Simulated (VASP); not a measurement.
# MgS (a.bA) (Fm-3m) in VASP: further runs

MgS (a.bA) is run at these levels: PBEsol; tasks: single point, relaxation of cell and atoms.

Program: VASP 6.6.1. These are calculated values, not measurements. Logs are shortened: lines on timing, memory, paths and dates and some standing lists are left out, and cuts for length are marked.

**1. The cell of the first run**

It takes space group Fm-3m (No. 225, cubic). Conventional cell: a = 5.190 Å, b = 5.190 Å, c = 5.190 Å, α = 90.00°, β = 90.00°, γ = 90.00°. Mg (site symmetry m-3m) has 6 S at 2.60 Å within 3.4 Å. Within 3.4 Å of S (site symmetry m-3m) lie 6 Mg at 2.60 Å.

**2. Single point, PBEsol**

File INCAR:

```
SYSTEM = MgS
PREC = Accurate ; ENCUT = 600
EDIFF = 1E-6 ; ISMEAR = 0
SIGMA = 0.1 ; LREAL = .FALSE.
LASPH = .TRUE. ; NELM = 120
ALGO = Normal ; ISIF = 2
LWAVE = .FALSE. ; LCHARG = .FALSE.
GGA = PS ; NBANDS = 11
GGA_COMPAT = .FALSE.
```

File KPOINTS:

```
Automatic mesh
0
G
  6 6 6
  0 0 0
```

File POSCAR:

```
MgS
1.0
    0.0000000000      2.5950000000      2.5950000000
    2.5950000000      0.0000000000      2.5950000000
    2.5950000000      2.5950000000      0.0000000000
Mg S
1 1
Direct
    0.0000000000      0.0000000000      0.0000000000
    0.5000000000      0.5000000000      0.5000000000
```

Potentials or basis: VASP PAW PBE potentials, release 64 (Mg, S).

Command:

```sh
$ cat potpaw_PBE.64/Mg/POTCAR potpaw_PBE.64/S/POTCAR > POTCAR
$ mpirun -np 1 vasp_std > vasp.out
```

OUTCAR:

```text
SYSTEM = MgS
   PREC = Accurate
   ENCUT = 600
   EDIFF = 1E-6
   ISMEAR = 0
   LREAL = .FALSE.
   LASPH = .TRUE.
   NELM = 120
   ISIF = 2
   GGA = PS

 ion  position               nearest neighbor table
   1  0.000  0.000  0.000-   2 2.60   2 2.60   2 2.60   2 2.60   2 2.60   2 2.60
   2  0.500  0.500  0.500-   1 2.60   1 2.60   1 2.60   1 2.60   1 2.60   1 2.60

  LATTYP: Found a face centered cubic cell.
 ALAT       =     5.1900000000

  Lattice vectors:

 A1 = (   0.0000000000,   2.5950000000,   2.5950000000)
 A2 = (   2.5950000000,   0.0000000000,   2.5950000000)
 A3 = (   2.5950000000,   2.5950000000,   0.0000000000)

Analysis of symmetry for initial positions (statically):
=====================================================================
 Subroutine PRICEL returns:
 Original cell was already a primitive cell.

 Routine SETGRP: Setting up the symmetry group for a
 face centered cubic supercell.

 Subroutine GETGRP returns: Found 48 space group operations
 (whereof 48 operations were pure point group operations)
 out of a pool of 48 trial point group operations.

The static configuration has the point symmetry O_h .

Analysis of symmetry for dynamics (positions and initial velocities):
=====================================================================
 Subroutine PRICEL returns:
 Original cell was already a primitive cell.

 Routine SETGRP: Setting up the symmetry group for a
 face centered cubic supercell.

 Subroutine GETGRP returns: Found 48 space group operations
 (whereof 48 operations were pure point group operations)
 out of a pool of 48 trial point group operations.

The dynamic configuration has the point symmetry O_h .

 Subroutine INISYM returns: Found 48 space group operations
 (whereof 48 operations are pure point group operations),
 and found     1 'primitive' translations

----------------------------------------------------------------------------------------

                                     Primitive cell

  volume of cell :      34.9496

  direct lattice vectors                    reciprocal lattice vectors
     0.000000000  2.595000000  2.595000000    -0.192678227  0.192678227  0.192678227
     2.595000000  0.000000000  2.595000000     0.192678227 -0.192678227  0.192678227
     2.595000000  2.595000000  0.000000000     0.192678227  0.192678227 -0.192678227

  length of vectors
     3.669884194  3.669884194  3.669884194     0.333728479  0.333728479  0.333728479

  position of ions in fractional coordinates (direct lattice)
     0.000000000  0.000000000  0.000000000
     0.500000000  0.500000000  0.500000000

  ion indices of the primitive-cell ions
   primitive index   ion index
                 1           1
                 2           2

----------------------------------------------------------------------------------------

 KPOINTS: Automatic mesh

Automatic generation of k-mesh.
 Grid dimensions read from file:
 generate k-points for:    6    6    6

 Generating k-lattice:

  Cartesian coordinates                     Fractional coordinates (reciprocal lattice)
    -0.032113038  0.032113038  0.032113038     0.166666667  0.000000000  0.000000000
     0.032113038 -0.032113038  0.032113038     0.000000000  0.166666667  0.000000000
     0.032113038  0.032113038 -0.032113038     0.000000000  0.000000000  0.166666667

  Length of vectors
     0.055621413  0.055621413  0.055621413

  Shift w.r.t. Gamma in fractional coordinates (k-lattice)
     0.000000000  0.000000000  0.000000000

 Subroutine IBZKPT returns following result:
 ===========================================

 Found     16 irreducible k-points:

 Following reciprocal coordinates:
            Coordinates               Weight
  0.000000  0.000000  0.000000      1.000000
  0.166667  0.000000  0.000000      8.000000
  0.333333  0.000000  0.000000      8.000000
  0.500000  0.000000  0.000000      4.000000
  0.166667  0.166667  0.000000      6.000000
  0.333333  0.166667  0.000000     24.000000
[... 8 lines left out ...]
 -0.333333  0.333333  0.166667     24.000000
 -0.333333  0.500000  0.166667     12.000000
   k-points           NKPTS =     16   k-points in BZ     NKDIM =     16   number of bands    NBANDS=     11
   number of dos      NEDOS =    301   number of ions     NIONS =      2
   total plane-waves  NPLWV =  27000
   dimension x,y,z NGX =    30 NGY =   30 NGZ =   30
   dimension x,y,z NGXF=    60 NGYF=   60 NGZF=   60
   ions per type =               1   1
   NGX,Y,Z   is equivalent  to a cutoff of  13.59, 13.59, 13.59 a.u.
   NGXF,Y,Z  is equivalent  to a cutoff of  27.18, 27.18, 27.18 a.u.
 SYSTEM =  MgS
   PREC   = accura    normal or accurate (medium, high low for compatibility)
   ISTART =      0    job   : 0-new  1-cont  2-samecut
   ICHARG =      2    charge: 1-file 2-atom 10-const
   ISPIN  =      1    spin polarized calculation?
   LNONCOLLINEAR =      F non collinear calculations
   LSORBIT =      F    spin-orbit coupling
   LASPH  =      T    aspherical Exc in radial PAW
   ENCUT  =  600.0 eV  44.10 Ry    6.64 a.u.   7.33  7.33  7.33*2*pi/ulx,y,z
   NELM   =    120;   NELMIN=  2; NELMDL= -5     # of ELM steps
   EDIFF  = 0.1E-05   stopping-criterion for ELM
   LREAL  =      F    real-space projection
   EDIFFG = 0.1E-04   stopping-criterion for IOM
   NSW    =      0    number of steps for IOM
   IBRION =     -1    ionic relax: 0-MD 1-quasi-New 2-CG
   NFREE  =      0    steps in history (QN), initial steepest desc. (CG)
   ISIF   =      2    stress and relaxation
   ISYM   =      2    0-nonsym 1-usesym 2-fastsym
   POTIM  = 0.5000    time-step for ionic-motion
   TEBEG  =    0.0;   TEEND  =   0.0 temperature during run
   PSTRESS=    0.0 pullay stress
   NELECT =       8.0000    total number of electrons
   NUPDOWN=      -1.0000    fix difference up-down
   EMIN   =  10.00;   EMAX   =-10.00  energy-range for DOS
   EFERMI =   0.00;   METHOD = LEGACY
   ISMEAR =     0;   SIGMA  =   0.10  broadening in eV -4-tet -1-fermi 0-gaus
   EFERMI_NEDOS =   21; number of points for ismear=-14 and -15
   IALGO  =     38    algorithm
   IMIX   =      4    mixing-type and parameters
     AMIX     =   0.40;   BMIX     =  1.00
     AMIX_MAG =   1.60;   BMIX_MAG =  1.00
  volume/ion in A,a.u.               =      17.47       117.93
  Fermi-wavevector in a.u.,A,eV,Ry     =   1.001438  1.892444 13.644989  1.002878
  Thomas-Fermi vector in A             =   2.133860
   LORBIT       =      0    0 simple, 1 ext, 2 COOP (PROOUT), +10 PAW based schemes
   GGA     = PS    functional components
   LHFCALC =     F    Hartree Fock is set to
   AEXX    =    0.0000 exact exchange contribution
   IVDW    =     0    specifies the selected vdW correction
   LEPSILON=     F    determine dielectric tensor
   LRPA    =     F    only Hartree local field effects (RPA)
 non-spin polarized calculation
 Gauss-broadening in eV      SIGMA  =   0.10
  energy-cutoff  :      600.00
  volume of cell :       34.95
 maximum number of plane-waves:      1211
 NGX is ok and might be reduce to    30
   NGX = 15   NGY = 15   NGZ = 15

 number of electron       7.9999999 magnetization

 Free energy of the ion-electron system (eV)
  ---------------------------------------------------
  ext. energy  EPLUGINS =         0.00000000
  ---------------------------------------------------
  free energy    TOTEN  =        -9.07216917 eV

  energy without entropy =       -9.07216917  energy(sigma->0) =       -9.07216917

 E-fermi :   4.2009     XC(G=0):  -9.8678

 val. band max:        3.7467858500   @ k =   0.0000   0.0000   0.0000
 cond. band min:       6.4643117182   @ k =   0.5000   0.5000   0.0000
 fundamental gap:      2.7175258683
 Fermi energy:         4.2008617814

 k-point     1 :       0.0000    0.0000    0.0000
  band No.  band energies     occupation
      1      -8.9807      2.00000
      2       3.7468      2.00000
      3       3.7468      2.00000
      4       3.7468      2.00000
      5       7.3988      0.00000
      6      11.5938      0.00000
      7      11.5938      0.00000
      8      11.5938      0.00000
      9      14.0645      0.00000
     10      14.0645      0.00000
     11      16.0590      0.00000

 k-point     2 :       0.1667    0.0000    0.0000
  band No.  band energies     occupation
      1      -8.7106      2.00000
      2       2.0789      2.00000
      3       3.5720      2.00000
      4       3.5720      2.00000
      5       8.4911      0.00000
      6      11.3055      0.00000
      7      11.8730      0.00000
      8      11.8730      0.00000
      9      13.3413      0.00000
     10      13.3413      0.00000
     11      16.1079      0.00000

 k-point     3 :       0.3333    0.0000    0.0000
  band No.  band energies     occupation
      1      -8.0558      2.00000
      2      -0.1768      2.00000
      3       3.2708      2.00000
      4       3.2708      2.00000
      5       8.4036      0.00000
      6      11.0127      0.00000
      7      11.0127      0.00000
      8      13.0943      0.00000
      9      15.1947      0.00000
     10      15.2080      0.00000
     11      15.2080      0.00000

 k-point     4 :       0.5000    0.0000    0.0000
  band No.  band energies     occupation
      1      -7.6346      2.00000
      2      -1.1901      2.00000
      3       3.1386      2.00000
      4       3.1386      2.00000
      5       8.1570      0.00000
      6      10.5797      0.00000
      7      10.5797      0.00000
      8      13.8949      0.00000
      9      15.7618      0.00000
     10      18.1677      0.00000
     11      18.1677      0.00000

 k-point     5 :       0.1667    0.1667    0.0000
  band No.  band energies     occupation
      1      -8.6229      2.00000
      2       2.1775      2.00000
      3       3.1991      2.00000
      4       3.1991      2.00000
      5       9.0404      0.00000
      6      10.1133      0.00000
      7      11.5912      0.00000
      8      12.7516      0.00000
      9      12.7516      0.00000
     10      14.5307      0.00000
     11      17.8482      0.00000
[... 99 lines left out ...]
 k-point    13 :       0.5000    0.5000    0.0000
  band No.  band energies     occupation
      1      -7.2499      2.00000
      2      -0.5559      2.00000
      3       2.0206      2.00000
      4       2.0206      2.00000
      5       6.4643      0.00000
      6       7.9643      0.00000
      7      15.6932      0.00000
      8      16.5876      0.00000
      9      17.0852      0.00000
     10      17.0852      0.00000
     11      19.6316      0.00000

 k-point    14 :       0.5000    0.3333    0.1667
  band No.  band energies     occupation
      1      -7.6080      2.00000
      2      -0.0234      2.00000
      3       1.4883      2.00000
      4       2.4764      2.00000
      5       8.9994      0.00000
      6      10.2419      0.00000
      7      10.9783      0.00000
      8      13.5607      0.00000
      9      15.2477      0.00000
     10      18.5111      0.00000
     11      19.0877      0.00000

 k-point    15 :      -0.3333    0.3333    0.1667
  band No.  band energies     occupation
      1      -7.3213      2.00000
      2      -0.2728      2.00000
      3       0.9553      2.00000
      4       2.1154      2.00000
      5       9.0362      0.00000
      6      10.3668      0.00000
      7      12.3573      0.00000
      8      12.6207      0.00000
      9      15.9144      0.00000
     10      17.6183      0.00000
     11      19.4821      0.00000

 k-point    16 :      -0.3333    0.5000    0.1667
  band No.  band energies     occupation
      1      -7.2149      2.00000
      2      -0.1053      2.00000
      3       1.0920      2.00000
      4       1.4778      2.00000
      5       8.1247      0.00000
      6       9.8361      0.00000
      7      12.8653      0.00000
      8      13.4722      0.00000
      9      17.5113      0.00000
     10      18.7478      0.00000
     11      19.2157      0.00000

------------------------ aborting loop because EDIFF is reached ----------------------------------------

  FORCE on cell =-STRESS in cart. coord.  units (eV):
  Direction    XX          YY          ZZ          XY          YZ          ZX
  --------------------------------------------------------------------------------------
  -------------------------------------------------------------------------------------
  Total       -0.1131935     -0.1131935     -0.1131935      0.0000000      0.0000000     -0.0000000
  in kB       -5.1890744     -5.1890744     -5.1890744      0.0000000      0.0000000     -0.0000000
  external PRESSURE =      -5.1890744 kB  Pullay stress =       0.0000000 kB

 VOLUME and BASIS-vectors are now :
 -----------------------------------------------------------------------------
  energy-cutoff  :      600.00
  volume of cell :       34.95
      direct lattice vectors                 reciprocal lattice vectors
     0.000000000  2.595000000  2.595000000    -0.192678227  0.192678227  0.192678227
     2.595000000  0.000000000  2.595000000     0.192678227 -0.192678227  0.192678227
     2.595000000  2.595000000  0.000000000     0.192678227  0.192678227 -0.192678227

 POSITION                                       TOTAL-FORCE (eV/Angst)
 -----------------------------------------------------------------------------------
      0.00000      0.00000      0.00000         0.000000     -0.000000      0.000000
      2.59500      2.59500      2.59500        -0.000000      0.000000     -0.000000
 -----------------------------------------------------------------------------------
    total drift:                               -0.000000     -0.000000      0.000000

  FREE ENERGIE OF THE ION-ELECTRON SYSTEM (eV)
  ---------------------------------------------------
  free  energy   TOTEN  =        -9.0721691715 eV

  energy  without entropy=       -9.0721691715  energy(sigma->0) =       -9.07216917
```

Run time: 10 s. Hardware: 1 thread of Intel Xeon 6975P-C, shared host; peak memory 0.16 GiB.

What came out:

| Property | Result |
| --- | --- |
| Free energy | -9.0722 eV |
| Pressure | -0.5 GPa |
| Band gap on the k mesh | 2.72 eV, indirect (least direct gap 3.65 eV) |

Caveat: the PAW data sets were made with another functional, which shifts forces and pressure a little. A k mesh can miss the band edges.

**3. Single point, PBEsol**

This run uses another cell than the first one, of 17.39 Å³/atom, 0.995 times its volume.

File INCAR:

```
SYSTEM = MgS
PREC = Accurate
ENCUT = 600
EDIFF = 1E-6
ISMEAR = 0
SIGMA = 0.02
LREAL = .False.
LASPH = .True.
NELM = 120
ALGO = Normal
ISIF = 2
LWAVE = .False.
LCHARG = .True.
GGA = PS
LELF = .True.
LVHAR = .True.
NBANDS = 11
GGA_COMPAT = .False.
```

File KPOINTS:

```
Automatic mesh
0
Gamma
  8 8 8
  0 0 0
```

File POSCAR:

```
MgS
1.0
    0.0000000000      2.5909111768      2.5909111768
    2.5909111768      0.0000000000      2.5909111768
    2.5909111768      2.5909111768      0.0000000000
Mg S
1 1
Direct
    0.0000000000      0.0000000000      0.0000000000
    0.5000000000      0.5000000000      0.5000000000
```

Potentials or basis: VASP PAW PBE potentials, release 64 (Mg, S).

Command:

```sh
$ cat potpaw_PBE.64/Mg/POTCAR potpaw_PBE.64/S/POTCAR > POTCAR
$ mpirun -np 1 vasp_std > vasp.out
```

Wall time 12 s (1 thread of Intel Xeon 6975P-C, shared host); peak memory 0.17 GiB.

The run converged. Its results:

* Free energy: -9.0755 eV
* Pressure: -0.2 GPa
* Band gap on the k mesh: 2.73 eV, indirect (least direct gap 3.69 eV)

Levels at points of the mesh, in eV from the valence-band top:
```
           k point  band 1  band 2  band 3  band 4  band 5  band 6  band 7  band 8  band 9
(0.00, 0.00, 0.00)  -12.75    0.00    0.00    0.00    3.69    7.85    7.85    7.85   10.32
(0.50, 0.00, 0.00)  -11.40   -4.96   -0.61   -0.61    4.42    6.84    6.84   10.20   12.04
(0.50, 0.50, 0.00)  -11.01   -4.33   -1.74   -1.74    2.73    4.20   11.99   12.86   13.39
```

Caveat: the PAW data sets were made with another functional, which shifts forces and pressure a little.

(Continued in part 2 of 2.)
